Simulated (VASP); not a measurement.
Input of a VASP 6.6.1 run:

INCAR

```
SYSTEM = Cl
PREC = Accurate ; ENCUT = 520
EDIFF = 1E-7 ; ISMEAR = -1
SIGMA = 0.08 ; LREAL = .False.
LASPH = .True. ; NELM = 80
ALGO = Normal ; ISIF = 2
LWAVE = .False. ; LCHARG = .False.
GGA = PE ; NBANDS = 14
```

Contents of KPOINTS:

```
regular mesh
0
Gamma
  14 14 8
  0 0 0
```

The input POSCAR:

```
Cl
1.0
    3.5720043254      0.0000000000      0.0000000000
   -1.7860021627      3.0934464882      0.0000000000
    0.0000000000      0.0000000000      3.9422807827
Cl
2
Direct
    0.3333333333      0.6666666667      0.2500000000
    0.6666666667      0.3333333333      0.7500000000
```

Potentials or basis: VASP PAW PBE potentials, release 64 (Cl).

Command:

```console
$ cat potpaw_PBE.64/Cl/POTCAR > POTCAR
$ mpirun -np 1 vasp_std > vasp.out
```

(1) What does it give for the pressure?

(2) Estimate the band gap on the k mesh.

## Answers

(1) 1.4 GPa.

(2) zero (band 7 reaches 2.72 eV, above the bottom of band 8 at 0.79 eV).
